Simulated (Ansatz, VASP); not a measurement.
**Two plane-wave programs on BAs**

The input POSCAR:

```
BAs
1.0
    0.0000000000      2.2962405084      2.2962405084
    2.2962405084      0.0000000000      2.2962405084
    2.2962405084      2.2962405084      0.0000000000
B As
1 1
Direct
    0.0000000000      0.0000000000      0.0000000000
    0.7500000000      0.7500000000      0.7500000000
```

Contents of INCAR.step1:

```
ALGO = Normal ; EDIFF = 1E-4
ENCUT = 520 ; GGA = PE
ISMEAR = 0 ; LASPH = T
LCHARG = F ; LREAL = F
LWAVE = T ; NBANDS = 11
NELM = 80 ; PREC = Accurate
SIGMA = 0.05
```

File INCAR.step2:

```
ALGO = Normal ; EDIFF = 1E-6
ENCUT = 520 ; ISIF = 2
ISMEAR = 0 ; ISTART = 1
LASPH = T ; LCHARG = T
LELF = T ; LMIXTAU = T
LREAL = F ; LVHAR = T
LWAVE = F ; METAGGA = R2SCAN
NBANDS = 11 ; NELM = 80
PREC = Accurate ; SIGMA = 0.05
```

KPOINTS

```
k-points
0
Gamma
  10 10 10
```

Input for Ansatz:

```yaml
crystal:
  lattice:
    - [0.0, 2.2962405084, 2.2962405084]
    - [2.2962405084, 0.0, 2.2962405084]
    - [2.2962405084, 2.2962405084, 0.0]
  atoms:
    - { symbol: B, position: [0.0, 0.0, 0.0] }
    - { symbol: As, position: [0.75, 0.75, 0.75] }
basis:
  ecutwfc: 500
kpoints:
  mp_grid: { grid: [10, 10, 10] }
hamiltonian:
  xc: r2scan
scf:
  occupations: { method: gaussian, width: 0.05 }
output:
  forces: true
  stress: true
  eigenvalues: true
```

Change from the starting cell: strain -0.040 along x and y, -0.040 along z, atoms carried along.

Alike in both runs: task single point; functional r2SCAN; k mesh 10 × 10 × 10; occupations gaussian, width 0.05 eV; no spin polarisation.

|  | VASP | Ansatz |
| --- | --- | --- |
| version | VASP 6.6.1 | Ansatz 0.2.0 |
| potentials or method | VASP PAW PBE potentials, release 64 (B, As), cutoff 520 eV | scalar-relativistic, plane waves, PAW |
| valence electrons in the cell | 8 | 18 |

|  | VASP | Ansatz | Ansatz less VASP |
| --- | --- | --- | --- |
| gap on the k mesh at the Fermi level (eV) | 1.24 | 1.24 | +0.006 |
| least direct gap on the mesh (eV) | 3.59 | 3.59 | -0.002 |
| pressure (GPa) | 22.7 | 22.1 | -0.66 |

VASP's potentials were made for PBE, not for r2SCAN. With one functional, cell and mesh, what is left measures potentials, basis and numerics. VASP's potentials hold 8 valence electrons a cell and Ansatz's 18, so a difference there can come from the potentials and not from the codes.
